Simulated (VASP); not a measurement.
# CdInC4N4 (P-43m) in VASP: further runs

Runs on CdInC4N4. Level: PBE. Tasks: relaxation of cell and atoms, single point.

Everything below comes from runs of VASP 6.6.1. Logs are shortened: lines on timing, memory, paths and dates and some standing lists are left out, and cuts for length are marked.

## Step 1: The cell of the first run

It takes space group P-43m (No. 215, cubic). Conventional cell: a = 6.381 Å, b = 6.381 Å, c = 6.381 Å, α = 90.00°, β = 90.00°, γ = 90.00°. Cd (site symmetry -43m) has 4 N at 2.19 Å within 2.9 Å. In (site symmetry -43m) has 4 C at 2.17 Å within 2.9 Å. C (site symmetry 3m) has 1 N at 1.17 Å within 1.6 Å. Within 1.6 Å of N (site symmetry 3m) lie 1 C at 1.17 Å.

## Step 2: Relaxation of cell and atoms, PBE

INCAR

```
ALGO     = Normal         # electronic algorithm
EDIFF    = 1E-6           # SCF threshold, eV
EDIFFG   = -0.01          # ionic threshold
ENCUT    = 600            # plane-wave cutoff, eV
GGA      = PE             # functional
IBRION   = 2              # ionic algorithm
ISIF     = 3              # what is computed and relaxed
ISMEAR   = 0              # smearing method
LASPH    = T              # aspherical terms in the spheres
LCHARG   = F              # write CHGCAR
LREAL    = F              # projectors in reciprocal space
LWAVE    = F              # write WAVECAR
NELM     = 60             # most SCF steps
NSW      = 100            # ionic steps
PREC     = Accurate       # precision mode
SIGMA    = 0.1            # smearing width, eV
```

KPOINTS

```
k-points
0
Gamma
  6 6 6
```

POSCAR

```
CdInC4N4
1.0
    6.3810167820      0.0000000000      0.0000000000
    0.0000000000      6.3810167820      0.0000000000
    0.0000000000      0.0000000000      6.3810167820
Cd In C N
1 1 4 4
Direct
    0.5000000000      0.5000000000      0.5000000000
    0.0000000000      0.0000000000      0.0000000000
    0.1960776997      0.1960776997      0.1960776997
    0.1960776997      0.8039223003      0.8039223003
    0.8039223003      0.1960776997      0.8039223003
    0.8039223003      0.8039223003      0.1960776997
    0.3021009543      0.3021009543      0.3021009543
    0.3021009543      0.6978990457      0.6978990457
    0.6978990457      0.3021009543      0.6978990457
    0.6978990457      0.6978990457      0.3021009543
```

Potentials or basis: VASP PAW PBE potentials, release 64 (Cd, In_d, C, N).

Launch:

```bash
> cat potpaw_PBE.64/Cd/POTCAR potpaw_PBE.64/In_d/POTCAR potpaw_PBE.64/C/POTCAR potpaw_PBE.64/N/POTCAR > POTCAR
> mpirun -np 1 vasp_std > vasp.out
```

OUTCAR:

```text
EDIFF = 1E-6
   EDIFFG = -0.01
   ENCUT = 600
   GGA = PE
   IBRION = 2
   ISIF = 3
   ISMEAR = 0
   LASPH = T
   LREAL = F
   NELM = 60
   NSW = 100
   PREC = Accurate

 ion  position               nearest neighbor table
   1  0.500  0.500  0.500-   7 2.19   8 2.19   9 2.19  10 2.19
   2  0.000  0.000  0.000-   3 2.17   4 2.17   5 2.17   6 2.17
   3  0.196  0.196  0.196-   7 1.17   2 2.17
   4  0.196  0.804  0.804-   8 1.17   2 2.17
   5  0.804  0.196  0.804-   9 1.17   2 2.17
   6  0.804  0.804  0.196-  10 1.17   2 2.17
   7  0.302  0.302  0.302-   3 1.17   1 2.19
   8  0.302  0.698  0.698-   4 1.17   1 2.19
   9  0.698  0.302  0.698-   5 1.17   1 2.19
  10  0.698  0.698  0.302-   6 1.17   1 2.19

  LATTYP: Found a simple cubic cell.
 ALAT       =     6.3810167820

  Lattice vectors:

 A1 = (   6.3810167820,   0.0000000000,   0.0000000000)
 A2 = (   0.0000000000,   6.3810167820,   0.0000000000)
 A3 = (   0.0000000000,   0.0000000000,   6.3810167820)

Analysis of symmetry for initial positions (statically):
=====================================================================
 Subroutine PRICEL returns:
 Original cell was already a primitive cell.

 Routine SETGRP: Setting up the symmetry group for a
 simple cubic supercell.

 Subroutine GETGRP returns: Found 24 space group operations
 (whereof 24 operations were pure point group operations)
 out of a pool of 48 trial point group operations.

The static configuration has the point symmetry T_d .

Analysis of symmetry for dynamics (positions and initial velocities):
=====================================================================
 Subroutine PRICEL returns:
 Original cell was already a primitive cell.

 Routine SETGRP: Setting up the symmetry group for a
 simple cubic supercell.

 Subroutine GETGRP returns: Found 24 space group operations
 (whereof 24 operations were pure point group operations)
 out of a pool of 48 trial point group operations.

The dynamic configuration has the point symmetry T_d .

 Subroutine INISYM returns: Found 24 space group operations
 (whereof 24 operations are pure point group operations),
 and found     1 'primitive' translations

----------------------------------------------------------------------------------------

                                     Primitive cell

  volume of cell :     259.8183

  direct lattice vectors                    reciprocal lattice vectors
     6.381016782  0.000000000  0.000000000     0.156714836  0.000000000  0.000000000
     0.000000000  6.381016782  0.000000000     0.000000000  0.156714836  0.000000000
     0.000000000  0.000000000  6.381016782     0.000000000  0.000000000  0.156714836

  length of vectors
     6.381016782  6.381016782  6.381016782     0.156714836  0.156714836  0.156714836

  position of ions in fractional coordinates (direct lattice)
     0.500000000  0.500000000  0.500000000
     0.000000000  0.000000000  0.000000000
     0.196077700  0.196077700  0.196077700
     0.196077700  0.803922300  0.803922300
     0.803922300  0.196077700  0.803922300
     0.803922300  0.803922300  0.196077700
     0.302100954  0.302100954  0.302100954
     0.302100954  0.697899046  0.697899046
     0.697899046  0.302100954  0.697899046
     0.697899046  0.697899046  0.302100954

  ion indices of the primitive-cell ions
   primitive index   ion index
                 1           1
                 2           2
                 3           3
                 4           4
                 5           5
                 6           6
                 7           7
                 8           8
                 9           9
                10          10

----------------------------------------------------------------------------------------

 KPOINTS: k-points

Automatic generation of k-mesh.
 Grid dimensions read from file:
 generate k-points for:    6    6    6

 Generating k-lattice:

  Cartesian coordinates                     Fractional coordinates (reciprocal lattice)
     0.026119139  0.000000000  0.000000000     0.166666667  0.000000000  0.000000000
     0.000000000  0.026119139  0.000000000     0.000000000  0.166666667  0.000000000
     0.000000000  0.000000000  0.026119139     0.000000000  0.000000000  0.166666667

  Length of vectors
     0.026119139  0.026119139  0.026119139

  Shift w.r.t. Gamma in fractional coordinates (k-lattice)
     0.000000000  0.000000000  0.000000000

 Subroutine IBZKPT returns following result:
 ===========================================

 Found     20 irreducible k-points:

 Following reciprocal coordinates:
            Coordinates               Weight
  0.000000  0.000000  0.000000      1.000000
  0.166667  0.000000  0.000000      6.000000
  0.333333  0.000000  0.000000      6.000000
  0.500000  0.000000  0.000000      3.000000
  0.166667  0.166667  0.000000     12.000000
  0.333333  0.166667  0.000000     24.000000
[... 12 lines left out ...]
  0.500000  0.500000  0.333333      6.000000
  0.500000  0.500000  0.500000      1.000000
   k-points           NKPTS =     20   k-points in BZ     NKDIM =     20   number of bands    NBANDS=     36
   number of dos      NEDOS =    301   number of ions     NIONS =     10
   total plane-waves  NPLWV = 157464
   dimension x,y,z NGX =    54 NGY =   54 NGZ =   54
   dimension x,y,z NGXF=   108 NGYF=  108 NGZF=  108
   ions per type =               1   1   4   4
   NGX,Y,Z   is equivalent  to a cutoff of  14.07, 14.07, 14.07 a.u.
   NGXF,Y,Z  is equivalent  to a cutoff of  28.14, 28.14, 28.14 a.u.
 SYSTEM =  unknown system
   PREC   = accura    normal or accurate (medium, high low for compatibility)
   ISTART =      0    job   : 0-new  1-cont  2-samecut
   ICHARG =      2    charge: 1-file 2-atom 10-const
   ISPIN  =      1    spin polarized calculation?
   LNONCOLLINEAR =      F non collinear calculations
   LSORBIT =      F    spin-orbit coupling
   LASPH  =      T    aspherical Exc in radial PAW
   ENCUT  =  600.0 eV  44.10 Ry    6.64 a.u.  12.74 12.74 12.74*2*pi/ulx,y,z
   NELM   =     60;   NELMIN=  2; NELMDL= -5     # of ELM steps
   EDIFF  = 0.1E-05   stopping-criterion for ELM
   LREAL  =      F    real-space projection
   EDIFFG = -.1E-01   stopping-criterion for IOM
   NSW    =    100    number of steps for IOM
   IBRION =      2    ionic relax: 0-MD 1-quasi-New 2-CG
   NFREE  =      1    steps in history (QN), initial steepest desc. (CG)
   ISIF   =      3    stress and relaxation
   ISYM   =      2    0-nonsym 1-usesym 2-fastsym
   POTIM  = 0.5000    time-step for ionic-motion
   TEBEG  =    0.0;   TEEND  =   0.0 temperature during run
   PSTRESS=    0.0 pullay stress
   NELECT =      61.0000    total number of electrons
   NUPDOWN=      -1.0000    fix difference up-down
   EMIN   =  10.00;   EMAX   =-10.00  energy-range for DOS
   EFERMI =   0.00;   METHOD = LEGACY
   ISMEAR =     0;   SIGMA  =   0.10  broadening in eV -4-tet -1-fermi 0-gaus
   EFERMI_NEDOS =   21; number of points for ismear=-14 and -15
   IALGO  =     38    algorithm
   IMIX   =      4    mixing-type and parameters
     AMIX     =   0.40;   BMIX     =  1.00
     AMIX_MAG =   1.60;   BMIX_MAG =  1.00
  volume/ion in A,a.u.               =      25.98       175.33
  Fermi-wavevector in a.u.,A,eV,Ry     =   1.009938  1.908507 13.877610  1.019976
  Thomas-Fermi vector in A             =   2.142897
   LORBIT       =      0    0 simple, 1 ext, 2 COOP (PROOUT), +10 PAW based schemes
   GGA     = PE    functional components
   LHFCALC =     F    Hartree Fock is set to
   AEXX    =    0.0000 exact exchange contribution
   IVDW    =     0    specifies the selected vdW correction
   LEPSILON=     F    determine dielectric tensor
   LRPA    =     F    only Hartree local field effects (RPA)
 conjugate gradient relaxation of ions
 non-spin polarized calculation
 Gauss-broadening in eV      SIGMA  =   0.10
  energy-cutoff  :      600.00
  volume of cell :      259.82
 maximum number of plane-waves:      8722
 NGX is ok and might be reduce to    54
   NGX = 25   NGY = 25   NGZ = 25

--------------------------------------- Ionic step        1  -------------------------------------------

 number of electron      61.0000008 magnetization

 Free energy of the ion-electron system (eV)
  ---------------------------------------------------
  ext. energy  EPLUGINS =         0.00000000
  ---------------------------------------------------
  free energy    TOTEN  =       -67.56607191 eV

  energy without entropy =      -67.50578622  energy(sigma->0) =      -67.53592907

------------------------ aborting loop because EDIFF is reached ----------------------------------------

  FORCE on cell =-STRESS in cart. coord.  units (eV):
  Direction    XX          YY          ZZ          XY          YZ          ZX
  --------------------------------------------------------------------------------------
  -------------------------------------------------------------------------------------
  Total        0.7059459      0.7059459      0.7059459     -0.0000000     -0.0000000      0.0000000
  in kB        4.3532375      4.3532375      4.3532375     -0.0000000     -0.0000000      0.0000000
  external PRESSURE =       4.3532375 kB  Pullay stress =       0.0000000 kB
[... 113 lines left out ...]
  FREE ENERGIE OF THE ION-ELECTRON SYSTEM (eV)
  ---------------------------------------------------
  free  energy   TOTEN  =       -67.5681127498 eV

  energy  without entropy=      -67.5077954819  energy(sigma->0) =      -67.53795412

[... ionic steps 4 to 7 ...]

--------------------------------------- Ionic step        8  -------------------------------------------

 number of electron      61.0000008 magnetization

------------------------ aborting loop because EDIFF is reached ----------------------------------------

  FORCE on cell =-STRESS in cart. coord.  units (eV):
  Direction    XX          YY          ZZ          XY          YZ          ZX
  --------------------------------------------------------------------------------------
  -------------------------------------------------------------------------------------
  Total       -0.0286906     -0.0286906     -0.0286906     -0.0000000      0.0000000      0.0000000
  in kB       -0.1760091     -0.1760091     -0.1760091     -0.0000000      0.0000000      0.0000000
  external PRESSURE =      -0.1760091 kB  Pullay stress =       0.0000000 kB
[... 73 lines left out ...]
  energy  without entropy=      -67.5084629312  energy(sigma->0) =      -67.53875411

--------------------------------------- Ionic step       10  -------------------------------------------

 number of electron      61.0000008 magnetization

 Free energy of the ion-electron system (eV)
  ---------------------------------------------------
  ext. energy  EPLUGINS =         0.00000000
  ---------------------------------------------------
  free energy    TOTEN  =       -67.56912903 eV

  energy without entropy =      -67.50853532  energy(sigma->0) =      -67.53883218

 E-fermi :   1.7245     XC(G=0):  -6.5298

 val. band max:        1.7037543171   @ k =   0.1667   0.0000   0.0000
 cond. band min:       1.7255177182   @ k =   0.1667   0.1667   0.0000
 fundamental gap:      0.0217634011
 Fermi energy:         1.7244815929

 k-point     1 :       0.0000    0.0000    0.0000
  band No.  band energies     occupation
      1     -18.9086      2.00000
      2     -18.8578      2.00000
      3     -18.8578      2.00000
      4     -18.8578      2.00000
      5     -15.6717      2.00000
      6     -15.6717      2.00000
[... 806 lines left out ...]
  FREE ENERGIE OF THE ION-ELECTRON SYSTEM (eV)
  ---------------------------------------------------
  free  energy   TOTEN  =       -67.5691290346 eV

  energy  without entropy=      -67.5085353192  energy(sigma->0) =      -67.53883218

 reached required accuracy - stopping structural energy minimisation
```

Wall time 10 min (1 thread of Intel Xeon 6975P-C (Granite Rapids), shared host); peak memory 0.58 GiB.

Results:

```
Free energy                           : -67.5691 eV
Relaxed volume                        : 26.11 Å³/atom
Relaxed cell                          : a = 6.392 Å, b = 6.392 Å, c = 6.392 Å, α = 90.00°, β = 90.00°, γ = 90.00°
Space group after relaxing (to 0.1 Å) : P-43m (No. 215)
Energy gained by relaxing             : 0.3 meV/atom
Ionic steps                           : 10
Pressure after relaxing               : 0.0 GPa
Largest force after relaxing          : 0.009 eV/Å
Band gap on the k mesh                : zero (an odd number of electrons rules out a gap without spin polarisation)
```

Forces in eV/Å, atoms in the order of the input:
```
Cd   0.000  0.000  0.000
In   0.000  0.000  0.000
C    0.005  0.005  0.005
C    0.005 -0.005 -0.005
C   -0.005  0.005 -0.005
C   -0.005 -0.005  0.005
N   -0.001 -0.001 -0.001
N   -0.001  0.001  0.001
N    0.001 -0.001  0.001
N    0.001  0.001 -0.001
```

Step by step:
```tsv
step	energy change (eV)	largest force (eV/Å)	pressure (GPa)	volume (Å³)
1	0.0000	0.3529	0.44	259.82
2	0.2030	3.1827	-2.65	262.48
3	-0.0020	0.0645	0.13	260.05
4	-0.0020	0.0543	0.13	260.05
5	-0.0028	0.0294	0.04	260.78
6	-0.0030	0.0183	-0.03	261.34
7	-0.0030	0.0156	-0.03	261.25
8	-0.0031	0.0208	-0.02	261.17
9	-0.0030	0.0645	0.06	261.07
10	-0.0031	0.0088	0.01	261.15
```

Final structure:
```xyz
10
Lattice="6.3919 0.0000 0.0000 0.0000 6.3919 0.0000 0.0000 0.0000 6.3919" Properties=species:S:1:pos:R:3 pbc="T T T"
Cd    3.1959    3.1959    3.1959
In    0.0000    0.0000    0.0000
C     1.2506    1.2506    1.2506
C     1.2506    5.1413    5.1413
C     5.1413    1.2506    5.1413
C     5.1413    5.1413    1.2506
N     1.9289    1.9289    1.9289
N     1.9289    4.4629    4.4629
N     4.4629    1.9289    4.4629
N     4.4629    4.4629    1.9289
```

Levels at points of the mesh, in eV from the Fermi level:
| k point | band 27 | band 28 | band 29 | band 30 | band 31 | band 32 | band 33 | band 34 |
| --- | --- | --- | --- | --- | --- | --- | --- | --- |
| (0.00, 0.00, 0.00) | -6.60 | -6.54 | -6.54 | -6.54 | -0.04 | -0.04 | -0.04 | 0.46 |
| (0.50, 0.00, 0.00) | -6.57 | -6.49 | -6.16 | -6.16 | 0.04 | 0.04 | 0.21 | 0.62 |
| (0.50, 0.50, 0.00) | -6.55 | -6.46 | -6.18 | -6.18 | 0.13 | 0.30 | 0.30 | 0.51 |
| (0.50, 0.50, 0.50) | -6.53 | -6.53 | -6.49 | -6.49 | 0.30 | 0.30 | 0.30 | 0.70 |

Caveat: spin-orbit coupling is left out, which moves the levels of the heavy elements.

## Step 3: Single point, PBE, collinear spin, ferromagnetic start

INCAR

```
ALGO = Normal
EDIFF = 1E-6
ENCUT = 520
GGA = PE
ISIF = 2
ISMEAR = 0
ISPIN = 2
LASPH = True
LCHARG = False
LORBIT = 11
LREAL = False
LWAVE = False
MAGMOM = 0 0 1 1 1 1 1 1 1 1
NBANDS = 46
NELM = 150
PREC = Accurate
SIGMA = 0.1
```

KPOINTS

```
k-points
0
Gamma
  4 4 4
```

POSCAR is that of step 2.

Potentials or basis: VASP PAW PBE potentials, release 64 (Cd, In_d, C, N).

Launch:

```bash
> cat potpaw_PBE.64/Cd/POTCAR potpaw_PBE.64/In_d/POTCAR potpaw_PBE.64/C/POTCAR potpaw_PBE.64/N/POTCAR > POTCAR
> mpirun -np 1 vasp_std > vasp.out
```

Run time: 1.8 min. Hardware: 1 thread of Intel Xeon 6975P-C (Granite Rapids), shared host; peak memory 0.51 GiB.

The run converged. Its results:

```yaml
Free_energy: -67.5577 eV
Pressure: 0.5 GPa
Largest_force: 0.368 eV/Å
Net_moment: 0.86 μB per cell
Site_moments: Cd +0.02; In +0.06; C +0.04; N +0.04 μB
Valence_electrons_inside_the_program's_atomic_spheres: Cd 10.25; In 11.52; C 2.58; N 3.87
```

Forces on the atoms (eV/Å):
```
Cd   0.000  0.000  0.000
In   0.000  0.000  0.000
C   -0.213 -0.213 -0.213
C   -0.213  0.213  0.213
C    0.213 -0.213  0.213
C    0.213  0.213 -0.213
N    0.175  0.175  0.175
N    0.175 -0.175 -0.175
N   -0.175  0.175 -0.175
N   -0.175 -0.175  0.175
```

Levels at points of the mesh, in eV from the Fermi level:
Spin up:
```csv
k point,band 27,band 28,band 29,band 30,band 31,band 32,band 33,band 34,band 35,band 36
"(0.00, 0.00, 0.00)",-6.67,-6.59,-6.59,-6.59,-0.10,-0.10,-0.10,0.46,0.80,0.80
"(0.50, 0.00, 0.00)",-6.62,-6.55,-6.20,-6.20,-0.02,-0.02,0.14,0.58,0.91,1.40
"(0.50, 0.50, 0.00)",-6.62,-6.53,-6.21,-6.21,0.08,0.24,0.24,0.46,1.05,1.26
"(0.50, 0.50, 0.50)",-6.59,-6.59,-6.55,-6.55,0.24,0.24,0.24,0.69,0.88,0.88
```
Spin down:
```tsv
k point	band 26	band 27	band 28	band 29	band 30	band 31	band 32	band 33	band 34	band 35
(0.00, 0.00, 0.00)	-6.57	-6.57	-6.49	-6.49	-6.49	0.07	0.07	0.07	0.53	0.95
(0.50, 0.00, 0.00)	-6.55	-6.52	-6.45	-6.11	-6.11	0.15	0.15	0.32	0.73	1.07
(0.50, 0.50, 0.00)	-6.53	-6.51	-6.42	-6.13	-6.13	0.25	0.41	0.41	0.61	1.23
(0.50, 0.50, 0.50)	-6.49	-6.49	-6.49	-6.45	-6.45	0.41	0.41	0.41	0.81	1.04
```

Caveat: spin-orbit coupling is left out, which moves the levels of the heavy elements.
